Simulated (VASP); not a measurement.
Wanted: the native input for a VASP 6.6.1 run.

```yaml
Task: single point
Functional: PBE
Potentials_or_basis: VASP PAW PBE potentials, release 64 (W_sv, S)
Cutoff: 520 eV
k_mesh: 8 × 8 × 2
Occupations: fermi-dirac, width 0.05 eV
Spin: no spin polarisation
Dipole_correction: no
Further_INCAR_settings: ALGO = Normal; EDIFF = 1e-07; NBANDS = 35
```

The structure of WS2 (Tungstenite) lies in POSCAR:

```
WS2
1.0
    3.1800000000      0.0000000000      0.0000000000
   -1.5900000000      2.7539607840      0.0000000000
    0.0000000000      0.0000000000     12.3750000000
W S
2 4
Direct
    0.6666666667      0.3333333333      0.7500000000
    0.3333333333      0.6666666667      0.2500000000
    0.6666666667      0.3333333333      0.3750000000
    0.3333333333      0.6666666667      0.8750000000
    0.6666666667      0.3333333333      0.1250000000
    0.3333333333      0.6666666667      0.6250000000
```

One way to write it, as run:

INCAR

```
SYSTEM = WS2
  PREC = Accurate
  ENCUT = 520
  EDIFF = 1E-7
  ISMEAR = -1
  SIGMA = 0.05
  LREAL = .False.
  LASPH = .True.
  NELM = 80
  ALGO = Normal
  ISIF = 2
  LWAVE = .False.
  LCHARG = .True.
  GGA = PE
  LELF = .True.
  LVHAR = .True.
  NBANDS = 35
```

KPOINTS

```
Automatic mesh
0
Gamma
  8 8 2
  0 0 0
```

Potentials or basis: VASP PAW PBE potentials, release 64 (W_sv, S).

The run is started by

```bash
$ cat potpaw_PBE.64/W_sv/POTCAR potpaw_PBE.64/S/POTCAR > POTCAR
$ mpirun -np 1 vasp_std > vasp.out
```

It gave:

| Quantity | Value |
| --- | --- |
| Pressure | 4.0 GPa |
| Largest force | 0.440 eV/Å |
| Band gap on the k mesh | 1.16 eV, indirect (least direct gap 2.16 eV) |

Caveat: spin-orbit coupling is left out, which moves the levels of the heavy elements; this functional lacks dispersion, which binds the layers, so the pressure and a relaxed spacing across them are unreliable.

Wall time 2.8 min on 1 thread of AMD EPYC 7R13, on a shared host, peak memory 0.22 GiB.
